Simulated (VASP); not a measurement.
# Ti (Fm-3m) in VASP: single point with PBEsol

Aim: the single point of Ti with PBEsol.

Program: VASP 6.6.1. These are calculated values, not measurements. Logs are shortened: lines on timing, memory, paths and dates and some standing lists are left out, and cuts for length are marked.

### 1 The cell of the first run

It takes space group Fm-3m (No. 225, cubic). The conventional cell has a = 4.060 Å, b = 4.060 Å, c = 4.060 Å, α = 90.00°, β = 90.00°, γ = 90.00°. Within 3.8 Å of Ti (site symmetry m-3m) lie 12 Ti at 2.87 Å.

This isn't the form of Ti at room conditions, which is hcp.

### 2 Single point, PBEsol

The input, INCAR:

```
PREC = Accurate ; ENCUT = 520
EDIFF = 1E-6 ; ISMEAR = 0
SIGMA = 0.15 ; LREAL = False
LASPH = True ; NELM = 60
ALGO = Fast ; ISIF = 2
LWAVE = False ; LCHARG = True
GGA = PS ; LELF = True
LVHAR = True ; NBANDS = 45
```

The input, KPOINTS:

```
regular mesh
0
Gamma
  19 19 4
```

The input, POSCAR:

```
Ti
1.0
    2.0300000000     -2.0300000000      0.0000000000
    2.0300000000      0.0000000000     -2.0300000000
    8.1200000000      8.1200000000      8.1200000000
Ti
6
Direct
    0.6666666667      0.6666666667      0.1666666667
    0.0000000000      0.0000000000      0.0000000000
    0.3333333333      0.3333333333      0.3333333333
    0.6666666667      0.6666666667      0.6666666667
    0.0000000000      0.0000000000      0.5000000000
    0.3333333333      0.3333333333      0.8333333333
```

Potentials or basis: VASP PAW PBE potentials, release 64 (Ti_sv).

Command:

```sh
> cat potpaw_PBE.64/Ti_sv/POTCAR > POTCAR
> mpirun -np 1 vasp_std > vasp.out
```

OUTCAR:

```text
PREC = Accurate
   ENCUT = 520
   EDIFF = 1E-6
   ISMEAR = 0
   LREAL = False
   LASPH = True
   NELM = 60
   ISIF = 2
   GGA = PS

 ion  position               nearest neighbor table
   1  0.667  0.667  0.167-   3 2.87   3 2.87   3 2.87   2 2.87   2 2.87   2 2.87
   2  0.000  0.000  0.000-   1 2.87   6 2.87   1 2.87   1 2.87   6 2.87   6 2.87
   3  0.333  0.333  0.333-   1 2.87   1 2.87   1 2.87   5 2.87   5 2.87   5 2.87
   4  0.667  0.667  0.667-   6 2.87   6 2.87   6 2.87   5 2.87   5 2.87   5 2.87
   5  0.000  0.000  0.500-   3 2.87   4 2.87   4 2.87   4 2.87   3 2.87   3 2.87
   6  0.333  0.333  0.833-   4 2.87   4 2.87   4 2.87   2 2.87   2 2.87   2 2.87

  LATTYP: Found a hexagonal cell.
 ALAT       =     2.8708535316
 C/A-ratio  =     4.8989794856

  Lattice vectors:

 A1 = (  -2.0300000000,   0.0000000000,   2.0300000000)
 A2 = (   2.0300000000,  -2.0300000000,   0.0000000000)
 A3 = (   8.1200000000,   8.1200000000,   8.1200000000)

Analysis of symmetry for initial positions (statically):
=====================================================================
 Subroutine PRICEL returns following result:

  LATTYP: Found a face centered cubic cell.
 ALAT       =     4.0600000006

  Lattice vectors:

 A1 = (  -2.0300000004,  -2.0300000002,  -0.0000000002)
 A2 = (  -0.0000000012,  -2.0300000006,   2.0299999994)
 A3 = (  -2.0300000000,   0.0000000000,   2.0300000000)

   6 primitive cells build up your supercell.

 Routine SETGRP: Setting up the symmetry group for a
 hexagonal supercell.

 Subroutine GETGRP returns: Found 12 space group operations
 (whereof 12 operations were pure point group operations)
 out of a pool of 24 trial point group operations.

The static configuration has the point symmetry D_3d.

Analysis of symmetry for dynamics (positions and initial velocities):
=====================================================================
 Subroutine PRICEL returns following result:

  LATTYP: Found a face centered cubic cell.
 ALAT       =     4.0600000006

  Lattice vectors:

 A1 = (  -2.0300000004,  -2.0300000002,  -0.0000000002)
 A2 = (  -0.0000000012,  -2.0300000006,   2.0299999994)
 A3 = (  -2.0300000000,   0.0000000000,   2.0300000000)

   6 primitive cells build up your supercell.

 Routine SETGRP: Setting up the symmetry group for a
 hexagonal supercell.

 Subroutine GETGRP returns: Found 12 space group operations
 (whereof 12 operations were pure point group operations)
 out of a pool of 24 trial point group operations.

The dynamic configuration has the point symmetry D_3d.

 Subroutine INISYM returns: Found 12 space group operations
 (whereof 12 operations are pure point group operations),
 and found     6 'primitive' translations

----------------------------------------------------------------------------------------

                                     Primitive cell

  volume of cell :      16.7309

  direct lattice vectors                    reciprocal lattice vectors
    -2.030000000 -2.030000000 -0.000000000    -0.246305419 -0.246305419 -0.246305419
    -0.000000001 -2.030000001  2.029999999     0.246305419 -0.246305419  0.246305419
    -2.030000000  0.000000000  2.030000000    -0.246305419  0.246305419  0.246305419

  length of vectors
     2.870853532  2.870853532  2.870853532     0.426613499  0.426613500  0.426613499

  position of ions in fractional coordinates (direct lattice)
     0.999999999  0.000000000  1.000000000

  ion indices of the primitive-cell ions
   primitive index   ion index
                 1           1

----------------------------------------------------------------------------------------

 KPOINTS: regular mesh

Automatic generation of k-mesh.
 Grid dimensions read from file:
 generate k-points for:   19   19    4

 Generating k-lattice:

  Cartesian coordinates                     Fractional coordinates (reciprocal lattice)
     0.008642295 -0.017284591  0.008642295     0.052631579  0.000000000  0.000000000
     0.008642295  0.008642295 -0.017284591     0.000000000  0.052631579  0.000000000
     0.010262726  0.010262726  0.010262726     0.000000000  0.000000000  0.250000000

  Length of vectors
     0.021169214  0.021169214  0.017775562

  Shift w.r.t. Gamma in fractional coordinates (k-lattice)
     0.000000000  0.000000000  0.000000000

 Subroutine IBZKPT returns following result:
 ===========================================

 Found    150 irreducible k-points:

 Following reciprocal coordinates:
            Coordinates               Weight
  0.000000  0.000000  0.000000      1.000000
  0.052632  0.000000  0.000000      6.000000
  0.105263  0.000000  0.000000      6.000000
  0.157895  0.000000  0.000000      6.000000
  0.210526  0.000000  0.000000      6.000000
  0.263158  0.000000  0.000000      6.000000
[... 16 lines left out ...]
  0.368421  0.105263 -0.000000     12.000000
  0.421053  0.105263  0.000000     12.000000
 [... further k-points ...]
   k-points           NKPTS =    150   k-points in BZ     NKDIM =    150   number of bands    NBANDS=     45
   number of dos      NEDOS =    301   number of ions     NIONS =      6
   total plane-waves  NPLWV =  62208
   dimension x,y,z NGX =    24 NGY =   24 NGZ =  108
   dimension x,y,z NGXF=    48 NGYF=   48 NGZF=  216
   ions per type =               6
   NGX,Y,Z   is equivalent  to a cutoff of  13.90, 13.90, 12.77 a.u.
   NGXF,Y,Z  is equivalent  to a cutoff of  27.80, 27.80, 25.53 a.u.
 SYSTEM =  unknown system
   PREC   = accura    normal or accurate (medium, high low for compatibility)
   ISTART =      0    job   : 0-new  1-cont  2-samecut
   ICHARG =      2    charge: 1-file 2-atom 10-const
   ISPIN  =      1    spin polarized calculation?
   LNONCOLLINEAR =      F non collinear calculations
   LSORBIT =      F    spin-orbit coupling
   LASPH  =      T    aspherical Exc in radial PAW
   ENCUT  =  520.0 eV  38.22 Ry    6.18 a.u.   5.34  5.34 26.15*2*pi/ulx,y,z
   NELM   =     60;   NELMIN=  2; NELMDL= -5     # of ELM steps
   EDIFF  = 0.1E-05   stopping-criterion for ELM
   LREAL  =      F    real-space projection
   EDIFFG = 0.1E-04   stopping-criterion for IOM
   NSW    =      0    number of steps for IOM
   IBRION =     -1    ionic relax: 0-MD 1-quasi-New 2-CG
   NFREE  =      0    steps in history (QN), initial steepest desc. (CG)
   ISIF   =      2    stress and relaxation
   ISYM   =      2    0-nonsym 1-usesym 2-fastsym
   POTIM  = 0.5000    time-step for ionic-motion
   TEBEG  =    0.0;   TEEND  =   0.0 temperature during run
   PSTRESS=    0.0 pullay stress
   NELECT =      72.0000    total number of electrons
   NUPDOWN=      -1.0000    fix difference up-down
   EMIN   =  10.00;   EMAX   =-10.00  energy-range for DOS
   EFERMI =   0.00;   METHOD = LEGACY
   ISMEAR =     0;   SIGMA  =   0.15  broadening in eV -4-tet -1-fermi 0-gaus
   EFERMI_NEDOS =   21; number of points for ismear=-14 and -15
   IALGO  =     68    algorithm
   IMIX   =      4    mixing-type and parameters
     AMIX     =   0.40;   BMIX     =  1.00
     AMIX_MAG =   1.60;   BMIX_MAG =  1.00
  volume/ion in A,a.u.               =      16.73       112.91
  Fermi-wavevector in a.u.,A,eV,Ry     =   1.465421  2.769245 29.217967  2.147460
  Thomas-Fermi vector in A             =   2.581280
   LORBIT       =      0    0 simple, 1 ext, 2 COOP (PROOUT), +10 PAW based schemes
   GGA     = PS    functional components
   LHFCALC =     F    Hartree Fock is set to
   AEXX    =    0.0000 exact exchange contribution
   IVDW    =     0    specifies the selected vdW correction
   LEPSILON=     F    determine dielectric tensor
   LRPA    =     F    only Hartree local field effects (RPA)
 non-spin polarized calculation
 RMM-DIIS sequential band-by-band and
 Gauss-broadening in eV      SIGMA  =   0.15
  energy-cutoff  :      520.00
  volume of cell :      100.39
 maximum number of plane-waves:      2741
 NGX is ok and might be reduce to    24
   NGX = 11   NGY = 11   NGZ = 53

 number of electron      71.9999999 magnetization

 Free energy of the ion-electron system (eV)
  ---------------------------------------------------
  ext. energy  EPLUGINS =         0.00000000
  ---------------------------------------------------
  free energy    TOTEN  =       -49.75645131 eV

  energy without entropy =      -49.64476577  energy(sigma->0) =      -49.70060854

 E-fermi :   8.4969     XC(G=0): -11.8159

 val. band max:        8.4947438901   @ k =   0.3158   0.1579   0.0000
 cond. band min:       8.5036213661   @ k =  -0.4211   0.2632   0.0000
 fundamental gap:      0.0088774760
 Fermi energy:         8.4968928046

 k-point     1 :       0.0000    0.0000    0.0000
  band No.  band energies     occupation
      1     -47.9202      2.00000
      2     -47.8843      2.00000
      3     -47.8843      2.00000
      4     -47.8117      2.00000
      5     -47.8117      2.00000
      6     -47.7750      2.00000
[... 37 lines left out ...]
     44       9.5623      0.00000
     45       9.6423      0.00000

 k-point     2 :       0.0526    0.0000    0.0000
  band No.  band energies     occupation
      1     -47.9167      2.00000
      2     -47.8813      2.00000
      3     -47.8812      2.00000
      4     -47.8096      2.00000
      5     -47.8095      2.00000
      6     -47.7733      2.00000
[... 37 lines left out ...]
     44       9.6460      0.00000
     45       9.6795      0.00000

 k-point     3 :       0.1053    0.0000    0.0000
  band No.  band energies     occupation
      1     -47.9066      2.00000
      2     -47.8727      2.00000
      3     -47.8723      2.00000
      4     -47.8036      2.00000
      5     -47.8032      2.00000
      6     -47.7685      2.00000
[... 997 lines left out ...]
     44       9.9918      0.00000
     45      10.4072      0.00000

 k-point    24 :       0.4211    0.1053    0.0000
  band No.  band energies     occupation
      1     -47.7972      2.00000
      2     -47.7869      2.00000
      3     -47.7743      2.00000
      4     -47.7537      2.00000
      5     -47.7409      2.00000
      6     -47.7306      2.00000
[... 37 lines left out ...]
     44       9.9593      0.00000
     45      10.2423      0.00000

 [... further k-points ...]

------------------------ aborting loop because EDIFF is reached ----------------------------------------

  FORCE on cell =-STRESS in cart. coord.  units (eV):
  Direction    XX          YY          ZZ          XY          YZ          ZX
  --------------------------------------------------------------------------------------
  -------------------------------------------------------------------------------------
  Total       -0.4111659     -0.4111659     -0.4111659      0.0013627      0.0013627      0.0013627
  in kB       -6.5623330     -6.5623330     -6.5623330      0.0217485      0.0217485      0.0217485
  external PRESSURE =      -6.5623330 kB  Pullay stress =       0.0000000 kB

 VOLUME and BASIS-vectors are now :
 -----------------------------------------------------------------------------
  energy-cutoff  :      520.00
  volume of cell :      100.39
      direct lattice vectors                 reciprocal lattice vectors
     2.030000000 -2.030000000  0.000000000     0.164203612 -0.328407225  0.164203612
     2.030000000  0.000000000 -2.030000000     0.164203612  0.164203612 -0.328407225
     8.120000000  8.120000000  8.120000000     0.041050903  0.041050903  0.041050903

 POSITION                                       TOTAL-FORCE (eV/Angst)
 -----------------------------------------------------------------------------------
      4.06000      0.00000      0.00000         0.000000     -0.000000     -0.000000
      0.00000      0.00000      0.00000         0.000000      0.000000     -0.000000
      4.06000      2.03000      2.03000         0.000000      0.000000      0.000000
      8.12000      4.06000      4.06000        -0.000000     -0.000000      0.000000
      4.06000      4.06000      4.06000         0.000000      0.000000     -0.000000
      8.12000      6.09000      6.09000         0.000000      0.000000      0.000000
 -----------------------------------------------------------------------------------
    total drift:                               -0.000000      0.000000      0.000000

  FREE ENERGIE OF THE ION-ELECTRON SYSTEM (eV)
  ---------------------------------------------------
  free  energy   TOTEN  =       -49.7564513107 eV

  energy  without entropy=      -49.6447657724  energy(sigma->0) =      -49.70060854
```

It took 47 min on 1 thread of Intel Xeon Platinum 8488C (Sapphire Rapids), shared host; peak memory 0.57 GiB.

What came out:

| Property | Result |
| --- | --- |
| Free energy | -49.7565 eV |
| Pressure | -0.7 GPa |
| Band gap on the k mesh | zero (bands 36 and 37 overlap by 1.26 eV) |

Levels at points of the mesh, in eV from the Fermi level:
| k point | band 34 | band 35 | band 36 | band 37 | band 38 | band 39 |
| --- | --- | --- | --- | --- | --- | --- |
| (0.00, 0.00, 0.00) | 0.41 | 0.74 | 0.77 | 0.77 | 0.90 | 0.90 |
| (0.00, 0.00, 0.50) | 0.41 | 0.75 | 0.75 | 0.83 | 0.83 | 0.83 |

Caveat: the PAW data sets were made with another functional, which shifts forces and pressure a little.
